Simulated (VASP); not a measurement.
Write the native input for VASP 6.6.1 that does the following.

```yaml
Task: single point
Functional: r2SCAN
Dispersion: rVV10
Potentials_or_basis: VASP PAW PBE potentials, release 64 (Sc_sv, Al, H)
Cutoff: 520 eV
k_mesh: 8 × 8 × 4
Occupations: fermi-dirac, width 0.03 eV
Spin: no spin polarisation
Dipole_correction: no
Further_INCAR_settings: ALGO = Normal; EDIFF = 1e-06; NBANDS = 20
```

ScAlH6:

```
Sc Al H
1.0
     2.95083    0.00000    0.00000
     0.00000    2.95083    0.00000
     0.00000    0.00000    5.86406
Sc Al H
1 1 6
Direct
  0.00000 0.00000 0.00000
  0.00000 0.00000 0.50000
  0.50000 0.50000 0.00000
  0.50000 0.50000 0.50000
  0.50000 0.00000 0.25948
  0.50000 0.00000 0.74052
  0.00000 0.50000 0.25948
  0.00000 0.50000 0.74052
```

One way to write it, as run:

POSCAR

```
ScAlH6
1.0
    2.9508322117      0.0000000000      0.0000000000
    0.0000000000      2.9508322117      0.0000000000
    0.0000000000      0.0000000000      5.8640642674
Sc Al H
1 1 6
Direct
    0.0000000000      0.0000000000      0.0000000000
    0.0000000000      0.0000000000      0.5000000000
    0.5000000000      0.5000000000      0.0000000000
    0.5000000000      0.5000000000      0.5000000000
    0.5000000000      0.0000000000      0.2594769569
    0.5000000000      0.0000000000      0.7405230431
    0.0000000000      0.5000000000      0.2594769569
    0.0000000000      0.5000000000      0.7405230431
```

INCAR.step1

```
PREC = Accurate ; ENCUT = 520
ISMEAR = -1 ; SIGMA = 0.03
LREAL = False ; LASPH = True
NELM = 80 ; NBANDS = 20
GGA = PE ; ALGO = Normal
EDIFF = 1E-4 ; LWAVE = True
LCHARG = False
```

INCAR.step2

```
PREC = Accurate ; ENCUT = 520
EDIFF = 1E-6 ; ISMEAR = -1
SIGMA = 0.03 ; LREAL = False
LASPH = True ; NELM = 80
ALGO = Normal ; ISIF = 2
LWAVE = False ; LCHARG = False
METAGGA = R2SCAN ; LMIXTAU = True
LUSE_VDW = True ; IVDW_NL = 2
BPARAM = 11.95 ; CPARAM = 0.0093
NBANDS = 20 ; ISTART = 1
```

KPOINTS

```
regular mesh
0
Gamma
  8 8 4
```

Potentials or basis: VASP PAW PBE potentials, release 64 (Sc_sv, Al, H).

Launch:

```console
$ cat potpaw_PBE.64/Sc_sv/POTCAR potpaw_PBE.64/Al/POTCAR potpaw_PBE.64/H/POTCAR > POTCAR
$ cp INCAR.step1 INCAR
$ mpirun -np 1 vasp_std > vasp.out
$ cp INCAR.step2 INCAR
$ mpirun -np 1 vasp_std > vasp.out
```

It gave:

* Pressure: 0.1 GPa
* Largest force: 0.024 eV/Å
* Band gap on the k mesh: zero (bands 10 and 11 overlap by 3.48 eV)

Caveat: the PAW data sets were made with another functional, which shifts forces and pressure a little.

Wall time 3.6 min on 1 thread of Oxide Virtual Turin-like Processor, with other jobs on the host, peak memory 0.28 GiB.
